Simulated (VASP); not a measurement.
## I: single point with r2SCAN

Crystal: I.

```xyz
4
Lattice="5.5305 0.0000 0.0000 -2.7653 4.7896 0.0000 0.0000 0.0000 8.6042" Properties=species:S:1:pos:R:3 pbc="T T T"
I     0.0000    0.0000    2.1511
I     0.0000    0.0000    6.4532
I     0.0000    3.1930    6.4532
I     2.7653    1.5965    2.1511
```

```yaml
Program: VASP 6.6.1
Task: single point
Functional: r2SCAN
Potentials_or_basis: VASP PAW PBE potentials, release 64 (I)
Cutoff: 520 eV
k_mesh: 6 × 6 × 2
Occupations: gaussian, width 0.1 eV
Spin: no spin polarisation
Dipole_correction: no
Further_INCAR_settings: ALGO = Normal; EDIFF = 1e-07; NBANDS = 22
```

```yaml
Pressure: 0.0 GPa
Band_gap_on_the_k_mesh: zero (bands 14 and 15 overlap by 0.03 eV)
```

Levels at points of the mesh, in eV from the Fermi level:
| k point | band 12 | band 13 | band 14 | band 15 | band 16 | band 17 |
| --- | --- | --- | --- | --- | --- | --- |
| (0.00, 0.00, 0.00) | -0.13 | -0.13 | -0.07 | -0.07 | 0.03 | 4.87 |
| (0.50, 0.00, 0.00) | -0.66 | -0.09 | -0.08 | 1.06 | 1.12 | 5.99 |
| (0.00, 0.00, 0.50) | -0.29 | -0.11 | -0.11 | -0.11 | -0.11 | 6.11 |
| (0.50, 0.00, 0.50) | -1.12 | -0.09 | -0.09 | 1.09 | 1.09 | 6.35 |

Run time: 2.5 min on 1 thread of Intel(R) Xeon(R) 6975P-C (Granite Rapids), with other jobs on the host, peak memory 0.37 GiB.

Caveat: the k points lie up to 0.37 Å⁻¹ apart; the PAW data sets were made with another functional, which shifts forces and pressure a little; spin-orbit coupling is left out, which moves the levels of the heavy elements.
